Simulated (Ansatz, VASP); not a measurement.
Au in VASP and in Ansatz

```
CELL_PARAMETERS angstrom
5.25809 0.00000 0.00000
0.00000 5.25809 0.00000
0.00000 0.00000 5.25809
ATOMIC_POSITIONS crystal
Au 0.50000 0.50000 0.50000
Au 0.00000 0.00000 0.00000
Au 0.25000 0.00000 0.50000
Au 0.50000 0.25000 0.00000
Au 0.50000 0.75000 0.00000
Au 0.75000 0.00000 0.50000
Au 0.00000 0.50000 0.75000
Au 0.00000 0.50000 0.25000
```

Alike in both runs: functional r2SCAN; k mesh 8 × 8 × 8; occupations gaussian, width 0.1 eV; no spin polarisation.

Ansatz relaxed the structure, and its values are those at the end. VASP's run is a single point on that final structure, the one shown.

|  | VASP | Ansatz |
| --- | --- | --- |
| version | VASP 6.6.1 | Ansatz 0.2.0 |
| potentials or method | VASP PAW PBE potentials, release 64 (Au), cutoff 520 eV | scalar-relativistic, plane waves, PAW |
| valence electrons in the cell | 88 | 152 |

VASP gave:

```
gap on the k mesh at the Fermi level (eV) : none
pressure (GPa)                            : 0.2
```

Question: Estimate Ansatz's values.

Answer: gap on the k mesh at the Fermi level (eV): none; pressure (GPa): 0.0.

VASP's potentials were made for PBE, not for r2SCAN. A gap of «none» marks a metal or a gap that the smearing closes. VASP's potentials hold 88 valence electrons a cell and Ansatz's 152, so a difference there can come from the potentials and not from the codes.

Spin-orbit coupling is off throughout.
